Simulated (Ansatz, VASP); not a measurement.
Au: VASP beside Ansatz

The input INCAR:

```
SYSTEM = Au
  PREC = Accurate
  ENCUT = 520
  EDIFF = 1E-6
  ISMEAR = 0
  SIGMA = 0.1
  LREAL = .FALSE.
  LASPH = .TRUE.
  NELM = 100
  ALGO = Fast
  ISIF = 2
  LWAVE = .FALSE.
  LCHARG = .FALSE.
  LDIPOL = .TRUE.
  IDIPOL = 3
  DIPOL = 0.5 0.5 0.500
  GGA = PS
  NBANDS = 36
```

KPOINTS

```
Automatic mesh
0
G
  14 14 1
  0 0 0
```

The input POSCAR:

```
Au
1.0
    2.8200300622      0.0000000000      0.0000000000
   -1.4100150311      2.5170030989      0.0000000000
    0.0000000000      0.0000000000     24.6013551323
Au
5
Direct
    0.6638639510      0.3277279020      0.3048612550
    0.3361360490      0.6722720980      0.4024306275
    0.6638639510      0.3277279020      0.5000000000
    0.3361360490      0.6722720980      0.5975693725
    0.6638639510      0.3277279020      0.6951387450
```

Input for Ansatz:

```yaml
crystal:
  lattice:
    - [2.8200300622, 0.0, 0.0]
    - [-1.4100150311, 2.5170030989, 0.0]
    - [0.0, 0.0, 24.6013551323]
  atoms:
    - { symbol: Au, position: [0.663863951, 0.327727902, 0.304861255] }
    - { symbol: Au, position: [0.336136049, 0.672272098, 0.4024306275] }
    - { symbol: Au, position: [0.663863951, 0.327727902, 0.5] }
    - { symbol: Au, position: [0.336136049, 0.672272098, 0.5975693725] }
    - { symbol: Au, position: [0.663863951, 0.327727902, 0.695138745] }
basis:
  ecutwfc: 420
kpoints:
  mp_grid: { grid: [14, 14, 1] }
hamiltonian:
  xc: pbesol
scf:
  occupations: { method: gaussian, width: 0.1 }
output:
  forces: true
  stress: true
  eigenvalues: true
  write_density: true
  write_potential: true
  elf: true
  volumetric_format: npy
efield:
  axis: 3
  dipole_correction: true
  ramp_width: 0.04
```

Alike in both runs: task single point; functional PBEsol; k mesh 14 × 14 × 1; occupations gaussian, width 0.1 eV; no spin polarisation.

|  | VASP | Ansatz |
| --- | --- | --- |
| version | VASP 6.6.1 | Ansatz 0.2.0 |
| potentials or method | VASP PAW PBE potentials, release 64 (Au), cutoff 520 eV | scalar-relativistic, plane waves, PAW |
| valence electrons in the cell | 55 | 95 |

VASP gave:

| Quantity | Value |
| --- | --- |
| gap on the k mesh at the Fermi level (eV) | none |
| rms of the force components (eV/Å) | 0.047 |

Task: Estimate Ansatz's values.

Result: gap on the k mesh at the Fermi level (eV): none; rms of the force components (eV/Å): 0.048.

VASP's potentials were made for PBE, not for PBEsol. Atom by atom the forces differ by 0.003 eV/Å (rms over components). A gap of «none» marks a metal or a gap that the smearing closes. VASP's potentials hold 55 valence electrons a cell and Ansatz's 95, so a difference there can come from the potentials and not from the codes. Ansatz's warnings: xc potential rough in thin density.

Neither program's run includes spin-orbit coupling.
